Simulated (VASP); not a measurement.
Crystal: MgI2.

```
I Mg
1.0
     4.16742    0.00000    0.00000
    -2.08371    3.60909    0.00000
     0.00000    0.00000    6.92556
I Mg
2 1
Cartesian
  2.0837 1.2030 5.1942
  0.0000 2.4061 1.7314
  0.0000 0.0000 0.0000
```

Base run:

```yaml
Program: VASP 6.6.1
Functional: PBEsol
Potentials_or_basis: VASP PAW PBE potentials, release 64 (I, Mg)
Cutoff: 520 eV
k_mesh: 8 × 8 × 4
Occupations: fermi-dirac, width 0.05 eV
Spin: no spin polarisation
```

Its results: band gap on the k mesh 3.40 eV (least direct gap 3.43 eV); pressure -1.4 GPa; largest force 0.380 eV/Å.

Q: The run is repeated on the same cell with these changes: functional from PBEsol to PBE. What comes out?

A: Band gap on the k mesh 3.45 eV (least direct gap 3.54 eV); pressure 0.0 GPa; largest force 0.336 eV/Å.

PBE binds less tightly than PBEsol, so the same cell stands under more pressure.

Caveats: spin-orbit coupling is left out, which moves the levels of the heavy elements; this functional lacks dispersion, which binds the layers, so the pressure and a relaxed spacing across them are unreliable; the PAW data sets were made with another functional, which shifts forces and pressure a little (at least some runs).

A k mesh can miss the band edges.
